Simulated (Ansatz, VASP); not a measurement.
**Two plane-wave programs on SnSe2**

```xyz
3
Lattice="3.0440 0.0000 0.0000 0.0000 3.0440 0.0000 0.0000 0.0000 8.2733" Properties=species:S:1:pos:R:3 pbc="T T T"
Sn    0.0000    0.0000    0.0000
Se    0.0000    0.0000    5.4326
Se    0.0000    0.0000    2.8407
```

Alike in both runs: functional PBE; k mesh 6 × 6 × 2; occupations gaussian, width 0.1 eV; no spin polarisation.

Ansatz relaxed the structure, and its values are those at the end. VASP's run is a single point on that final structure, the one shown.

```csv
,VASP,Ansatz
version,VASP 6.6.1,Ansatz 0.2.0
potentials or method,"VASP PAW PBE potentials, release 64 (Sn_d, Se), cutoff 520 eV","scalar-relativistic, plane waves, PAW"
valence electrons in the cell,26,46
```

```csv
,VASP,Ansatz,Ansatz less VASP
gap on the k mesh at the Fermi level (eV),none,none,-
pressure (GPa),0.1,0.1,0.00
```

A gap of «none» marks a metal or a gap that the smearing closes. With one functional, cell and mesh, what is left measures potentials, basis and numerics. VASP's potentials hold 26 valence electrons a cell and Ansatz's 46, so a difference there can come from the potentials and not from the codes.

The k mesh is coarse, so the values compare programs but aren't converged.
